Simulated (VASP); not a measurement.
# C (Fd-3m) in VASP: single point with PBE

Aim: the single point of C with PBE.

Program: VASP 6.6.1. These are calculated values, not measurements. Logs are shortened: lines on timing, memory, paths and dates and some standing lists are left out, and cuts for length are marked.

**1. The cell of the first run**

It takes space group Fd-3m (No. 227, cubic). The conventional cell has a = 3.511 Å, b = 3.511 Å, c = 3.511 Å, α = 90.00°, β = 90.00°, γ = 90.00°. Within 2.0 Å of C (site symmetry -43m) lie 4 C at 1.52 Å.

**2. Single point, PBE (volume scaled by 0.95)**

File INCAR:

```
SYSTEM = C
PREC = Accurate
ENCUT = 520
EDIFF = 1E-6
ISMEAR = -1
SIGMA = 0.1
LREAL = .False.
LASPH = .True.
NELM = 80
ALGO = Normal
ISIF = 2
LWAVE = .False.
LCHARG = .False.
GGA = PE
NBANDS = 11
```

File KPOINTS:

```
regular mesh
0
Gamma
  18 18 18
  0 0 0
```

File POSCAR:

```
C
1.0
    0.0000000000      1.7555413604      1.7555413604
    1.7555413604      0.0000000000      1.7555413604
    1.7555413604      1.7555413604      0.0000000000
C
2
Direct
   -0.1250000000     -0.1250000000     -0.1250000000
    0.1250000000      0.1250000000      0.1250000000
```

Potentials or basis: VASP PAW PBE potentials, release 64 (C).

On the command line:

```sh
$ cat potpaw_PBE.64/C/POTCAR > POTCAR
$ mpirun -np 1 vasp_std > vasp.out
```

OUTCAR:

```text
SYSTEM = C
   PREC = Accurate
   ENCUT = 520
   EDIFF = 1E-6
   ISMEAR = -1
   LREAL = .False.
   LASPH = .True.
   NELM = 80
   ISIF = 2
   GGA = PE

 ion  position               nearest neighbor table
   1  0.875  0.875  0.875-   2 1.52   2 1.52   2 1.52   2 1.52
   2  0.125  0.125  0.125-   1 1.52   1 1.52   1 1.52   1 1.52

  LATTYP: Found a face centered cubic cell.
 ALAT       =     3.5110827208

  Lattice vectors:

 A1 = (   0.0000000000,   1.7555413604,   1.7555413604)
 A2 = (   1.7555413604,   0.0000000000,   1.7555413604)
 A3 = (   1.7555413604,   1.7555413604,   0.0000000000)

Analysis of symmetry for initial positions (statically):
=====================================================================
 Subroutine PRICEL returns:
 Original cell was already a primitive cell.

 Routine SETGRP: Setting up the symmetry group for a
 face centered cubic supercell.

 Subroutine GETGRP returns: Found 48 space group operations
 (whereof 12 operations were pure point group operations)
 out of a pool of 48 trial point group operations.

The static configuration has the point symmetry D_3d.
 The point group associated with its full space group is O_h .

Analysis of symmetry for dynamics (positions and initial velocities):
=====================================================================
 Subroutine PRICEL returns:
 Original cell was already a primitive cell.

 Routine SETGRP: Setting up the symmetry group for a
 face centered cubic supercell.

 Subroutine GETGRP returns: Found 48 space group operations
 (whereof 12 operations were pure point group operations)
 out of a pool of 48 trial point group operations.

The dynamic configuration has the point symmetry D_3d.
 The point group associated with its full space group is O_h .

 Subroutine INISYM returns: Found 48 space group operations
 (whereof 12 operations are pure point group operations),
 and found     1 'primitive' translations

----------------------------------------------------------------------------------------

                                     Primitive cell

  volume of cell :      10.8209

  direct lattice vectors                    reciprocal lattice vectors
     0.000000000  1.755541360  1.755541360    -0.284812430  0.284812430  0.284812430
     1.755541360  0.000000000  1.755541360     0.284812430 -0.284812430  0.284812430
     1.755541360  1.755541360  0.000000000     0.284812430  0.284812430 -0.284812430

  length of vectors
     2.482710401  2.482710401  2.482710401     0.493309599  0.493309599  0.493309599

  position of ions in fractional coordinates (direct lattice)
     0.875000000  0.875000000  0.875000000
     0.125000000  0.125000000  0.125000000

  ion indices of the primitive-cell ions
   primitive index   ion index
                 1           1
                 2           2

----------------------------------------------------------------------------------------

 KPOINTS: regular mesh

Automatic generation of k-mesh.
 Grid dimensions read from file:
 generate k-points for:   18   18   18

 Generating k-lattice:

  Cartesian coordinates                     Fractional coordinates (reciprocal lattice)
    -0.015822913  0.015822913  0.015822913     0.055555556  0.000000000  0.000000000
     0.015822913 -0.015822913  0.015822913     0.000000000  0.055555556  0.000000000
     0.015822913  0.015822913 -0.015822913     0.000000000  0.000000000  0.055555556

  Length of vectors
     0.027406089  0.027406089  0.027406089

  Shift w.r.t. Gamma in fractional coordinates (k-lattice)
     0.000000000  0.000000000  0.000000000

 Subroutine IBZKPT returns following result:
 ===========================================

 Found    195 irreducible k-points:

 Following reciprocal coordinates:
            Coordinates               Weight
  0.000000  0.000000  0.000000      1.000000
  0.055556  0.000000  0.000000      8.000000
  0.111111  0.000000  0.000000      8.000000
  0.166667  0.000000  0.000000      8.000000
  0.222222  0.000000  0.000000      8.000000
  0.277778  0.000000  0.000000      8.000000
[... 16 lines left out ...]
 -0.277778  0.055556  0.000000     24.000000
 -0.222222  0.055556  0.000000     24.000000
 [... further k-points ...]
   k-points           NKPTS =    195   k-points in BZ     NKDIM =    195   number of bands    NBANDS=     11
   number of dos      NEDOS =    301   number of ions     NIONS =      2
   total plane-waves  NPLWV =   5832
   dimension x,y,z NGX =    18 NGY =   18 NGZ =   18
   dimension x,y,z NGXF=    36 NGYF=   36 NGZF=   36
   ions per type =               2
   NGX,Y,Z   is equivalent  to a cutoff of  12.05, 12.05, 12.05 a.u.
   NGXF,Y,Z  is equivalent  to a cutoff of  24.11, 24.11, 24.11 a.u.
 SYSTEM =  C
   PREC   = accura    normal or accurate (medium, high low for compatibility)
   ISTART =      0    job   : 0-new  1-cont  2-samecut
   ICHARG =      2    charge: 1-file 2-atom 10-const
   ISPIN  =      1    spin polarized calculation?
   LNONCOLLINEAR =      F non collinear calculations
   LSORBIT =      F    spin-orbit coupling
   LASPH  =      T    aspherical Exc in radial PAW
   ENCUT  =  520.0 eV  38.22 Ry    6.18 a.u.   4.62  4.62  4.62*2*pi/ulx,y,z
   NELM   =     80;   NELMIN=  2; NELMDL= -5     # of ELM steps
   EDIFF  = 0.1E-05   stopping-criterion for ELM
   LREAL  =      F    real-space projection
   EDIFFG = 0.1E-04   stopping-criterion for IOM
   NSW    =      0    number of steps for IOM
   IBRION =     -1    ionic relax: 0-MD 1-quasi-New 2-CG
   NFREE  =      0    steps in history (QN), initial steepest desc. (CG)
   ISIF   =      2    stress and relaxation
   ISYM   =      2    0-nonsym 1-usesym 2-fastsym
   POTIM  = 0.5000    time-step for ionic-motion
   TEBEG  =    0.0;   TEEND  =   0.0 temperature during run
   PSTRESS=    0.0 pullay stress
   NELECT =       8.0000    total number of electrons
   NUPDOWN=      -1.0000    fix difference up-down
   EMIN   =  10.00;   EMAX   =-10.00  energy-range for DOS
   EFERMI =   0.00;   METHOD = LEGACY
   ISMEAR =    -1;   SIGMA  =   0.10  broadening in eV -4-tet -1-fermi 0-gaus
   EFERMI_NEDOS =   21; number of points for ismear=-14 and -15
   IALGO  =     38    algorithm
   IMIX   =      4    mixing-type and parameters
     AMIX     =   0.40;   BMIX     =  1.00
     AMIX_MAG =   1.60;   BMIX_MAG =  1.00
  volume/ion in A,a.u.               =       5.41        36.51
  Fermi-wavevector in a.u.,A,eV,Ry     =   1.480302  2.797366 29.814379  2.191295
  Thomas-Fermi vector in A             =   2.594353
   LORBIT       =      0    0 simple, 1 ext, 2 COOP (PROOUT), +10 PAW based schemes
   GGA     = PE    functional components
   LHFCALC =     F    Hartree Fock is set to
   AEXX    =    0.0000 exact exchange contribution
   IVDW    =     0    specifies the selected vdW correction
   LEPSILON=     F    determine dielectric tensor
   LRPA    =     F    only Hartree local field effects (RPA)
 non-spin polarized calculation
  energy-cutoff  :      520.00
  volume of cell :       10.82
 maximum number of plane-waves:       303
   NGX =  9   NGY =  9   NGZ =  9

 number of electron       8.0000000 magnetization

 Free energy of the ion-electron system (eV)
  ---------------------------------------------------
  ext. energy  EPLUGINS =         0.00000000
  ---------------------------------------------------
  free energy    TOTEN  =       -18.14058128 eV

  energy without entropy =      -18.14058128  energy(sigma->0) =      -18.14058128

 E-fermi :  12.1955     XC(G=0): -13.4891

 val. band max:       10.4247710514   @ k =   0.0000   0.0000   0.0000
 cond. band min:      14.6753319118   @ k =   0.3889   0.3889   0.0000
 fundamental gap:      4.2505608605
 Fermi energy:        12.1954660639

 k-point     1 :       0.0000    0.0000    0.0000
  band No.  band energies     occupation
      1     -11.6971      2.00000
      2      10.4248      2.00000
      3      10.4248      2.00000
      4      10.4248      2.00000
      5      16.1454      0.00000
      6      16.1454      0.00000
      7      16.1454      0.00000
      8      24.8554      0.00000
      9      30.3348      0.00000
     10      37.4841      0.00000
     11      37.4841      0.00000

 k-point     2 :       0.0556    0.0000    0.0000
  band No.  band energies     occupation
      1     -11.6090      2.00000
      2       9.8110      2.00000
      3      10.2651      2.00000
      4      10.2651      2.00000
      5      16.3538      0.00000
      6      16.3538      0.00000
      7      16.5340      0.00000
      8      24.9126      0.00000
      9      30.4856      0.00000
     10      36.0435      0.00000
     11      36.0435      0.00000

 k-point     3 :       0.1111    0.0000    0.0000
  band No.  band energies     occupation
      1     -11.3445      2.00000
      2       8.3534      2.00000
      3       9.8610      2.00000
      4       9.8610      2.00000
      5      16.8862      0.00000
      6      16.8862      0.00000
      7      17.3356      0.00000
      8      25.0810      0.00000
      9      30.8768      0.00000
     10      34.5995      0.00000
     11      34.5995      0.00000

 k-point     4 :       0.1667    0.0000    0.0000
  band No.  band energies     occupation
      1     -10.9050      2.00000
      2       6.5334      2.00000
      3       9.3503      2.00000
      4       9.3503      2.00000
      5      17.5529      0.00000
      6      17.5529      0.00000
      7      18.1262      0.00000
      8      25.3451      0.00000
      9      31.3371      0.00000
     10      33.6197      0.00000
     11      33.6197      0.00000
[... 239 lines left out ...]
 k-point    22 :      -0.3333    0.0556    0.0000
  band No.  band energies     occupation
      1      -8.1555      2.00000
      2       0.1821      2.00000
      3       7.2390      2.00000
      4       8.0778      2.00000
      5      18.8659      0.00000
      6      19.2684      0.00000
      7      19.8727      0.00000
      8      26.1741      0.00000
      9      32.1166      0.00000
     10      33.3195      0.00000
     11      35.3919      0.00000

 k-point    23 :      -0.2778    0.0556    0.0000
  band No.  band energies     occupation
      1      -9.1420      2.00000
      2       2.0392      2.00000
      3       7.4919      2.00000
      4       8.5159      2.00000
      5      18.5203      0.00000
      6      19.2039      0.00000
      7      19.5651      0.00000
      8      25.8524      0.00000
      9      31.9820      0.00000
     10      32.3875      0.00000
     11      34.6616      0.00000

 k-point    24 :      -0.2222    0.0556    0.0000
  band No.  band energies     occupation
      1      -9.9747      2.00000
      2       3.9692      2.00000
      3       7.8590      2.00000
      4       9.0153      2.00000
      5      18.0189      0.00000
      6      18.8962      0.00000
      7      19.1453      0.00000
      8      25.5491      0.00000
      9      31.8484      0.00000
     10      32.0177      0.00000
     11      34.1830      0.00000

 [... further k-points ...]
[... 5 lines left out ...]
  --------------------------------------------------------------------------------------
  -------------------------------------------------------------------------------------
  Total        1.7062163      1.7062163      1.7062163      0.0000000      0.0000000      0.0000000
  in kB      252.6279951    252.6279951    252.6279951      0.0000000      0.0000000      0.0000000
  external PRESSURE =     252.6279951 kB  Pullay stress =       0.0000000 kB

 VOLUME and BASIS-vectors are now :
 -----------------------------------------------------------------------------
  energy-cutoff  :      520.00
  volume of cell :       10.82
      direct lattice vectors                 reciprocal lattice vectors
     0.000000000  1.755541360  1.755541360    -0.284812430  0.284812430  0.284812430
     1.755541360  0.000000000  1.755541360     0.284812430 -0.284812430  0.284812430
     1.755541360  1.755541360  0.000000000     0.284812430  0.284812430 -0.284812430

 POSITION                                       TOTAL-FORCE (eV/Angst)
 -----------------------------------------------------------------------------------
      3.07220      3.07220      3.07220         0.000000      0.000000      0.000000
      0.43889      0.43889      0.43889        -0.000000     -0.000000     -0.000000
 -----------------------------------------------------------------------------------
    total drift:                                0.000000      0.000000      0.000000

  FREE ENERGIE OF THE ION-ELECTRON SYSTEM (eV)
  ---------------------------------------------------
  free  energy   TOTEN  =       -18.1405812842 eV

  energy  without entropy=      -18.1405812840  energy(sigma->0) =      -18.14058128
```

It took 20 s on 1 thread of AMD EPYC 7R13 (Zen 3), shared host; peak memory 0.1 GiB.

Results:

```
Free energy            : -18.1406 eV
Pressure               : 25.3 GPa
Band gap on the k mesh : 4.25 eV, indirect (least direct gap 5.72 eV)
```
